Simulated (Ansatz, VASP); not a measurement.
## Te in VASP and in Ansatz

File INCAR:

```
SYSTEM = Te
  ALGO = Normal
  EDIFF = 1E-8
  ENCUT = 520
  GGA = PE
  ISIF = 2
  ISMEAR = -1
  LASPH = .True.
  LCHARG = .False.
  LEFG = .True.
  LREAL = .False.
  LWAVE = .False.
  NBANDS = 9
  NELM = 80
  PREC = Accurate
  SIGMA = 0.05
```

The input KPOINTS:

```
k-points
0
Gamma
  14 14 14
  0 0 0
```

Contents of POSCAR:

```
Te
1.0
    0.0000000000      2.4008579584      2.4008579584
    2.4008579584      0.0000000000      2.4008579584
    2.4008579584      2.4008579584      0.0000000000
Te
1
Direct
    0.0000000000      0.0000000000      0.0000000000
```

Input for Ansatz:

```yaml
crystal:
  lattice:
    - [0.0, 2.4008579584, 2.4008579584]
    - [2.4008579584, 0.0, 2.4008579584]
    - [2.4008579584, 2.4008579584, 0.0]
  atoms:
    - { symbol: Te, position: [0.0, 0.0, 0.0] }
kpoints:
  mp_grid: { grid: [14, 14, 14] }
scf:
  occupations: { method: fermi_dirac, width: 0.05 }
hamiltonian:
  xc: pbe
  pseudopotentials: { kind: paw }
output:
  forces: true
  stress: true
  eigenvalues: true
  efg: { contact_densities: true }
```

Change from the starting cell: volume scaled by 0.98, PAW files.

Alike in both runs: task electric field gradients; functional PBE; k mesh 14 × 14 × 14; occupations fermi-dirac, width 0.05 eV; no spin polarisation.

|  | VASP | Ansatz |
| --- | --- | --- |
| version | VASP 6.6.1 | Ansatz 0.2.0 |
| potentials or method | VASP PAW PBE potentials, release 64 (Te) | PAW with Ansatz's default frozen-core files, scalar-relativistic |
| plane-wave cutoff (eV) | 520 | 420 |
| valence electrons in the cell | 6 | 16 |

Ansatz gave:

- pressure (GPa): 1.1

What did VASP give for the same quantities?

Pressure (GPa): 1.0.

With one functional, cell and mesh, what is left measures potentials, basis and numerics. VASP's potentials hold 6 valence electrons a cell and Ansatz's 16, so a difference there can come from the potentials and not from the codes.

Spin-orbit coupling is off throughout.
